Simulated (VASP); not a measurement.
Wanted: the native input for a VASP 6.6.1 run.

```yaml
Task: single point
Functional: LDA
Potentials_or_basis: VASP PAW LDA potentials, release 64 (Zr_sv, O)
Cutoff: 600 eV
k_mesh: 6 × 6 × 6
Occupations: gaussian, width 0.01 eV
Spin: no spin polarisation
Dipole_correction: no
Further_INCAR_settings: ALGO = Normal; EDIFF = 1e-06; NBANDS = 19
```

The structure of ZrO2 (Cubic zirconia) lies in POSCAR:

```
ZrO2
1.0
    3.5850310000      0.0000000000      0.0000000000
    1.7925155000      3.1047279194      0.0000000000
    1.7925155000      1.0349093065      2.9271655540
Zr O
1 2
Direct
    0.0000000000      0.0000000000      0.0000000000
    0.2500000000      0.2500000000      0.2500000000
    0.7500000000      0.7500000000      0.7500000000
```

The input as run:

INCAR

```
SYSTEM = ZrO2
PREC     = Accurate       ! precision mode
ENCUT    = 600            ! plane-wave cutoff, eV
EDIFF    = 1E-6           ! SCF threshold, eV
ISMEAR   = 0              ! smearing method
SIGMA    = 0.01           ! smearing width, eV
LREAL    = .FALSE.        ! projectors in reciprocal space
LASPH    = .TRUE.         ! aspherical terms in the spheres
NELM     = 120            ! most SCF steps
ALGO     = Normal         ! electronic algorithm
ISIF     = 2              ! what is computed and relaxed
LWAVE    = .FALSE.        ! write WAVECAR
LCHARG   = .FALSE.        ! write CHGCAR
GGA      = CA             ! functional
NBANDS   = 19             ! bands
GGA_COMPAT= .FALSE.
```

KPOINTS

```
Automatic mesh
0
G
  6 6 6
  0 0 0
```

Potentials or basis: VASP PAW LDA potentials, release 64 (Zr_sv, O).

Launch:

```console
$ cat potpaw_LDA.64/Zr_sv/POTCAR potpaw_LDA.64/O/POTCAR > POTCAR
$ mpirun -np 1 vasp_std > vasp.out
```

It gave:

| Quantity | Value |
| --- | --- |
| Pressure | -6.1 GPa |
| Band gap on the k mesh | 3.26 eV, indirect (least direct gap 3.70 eV) |

It took 26 s on 1 thread of Intel Xeon 8259CL (shared host), peak memory 0.15 GiB.
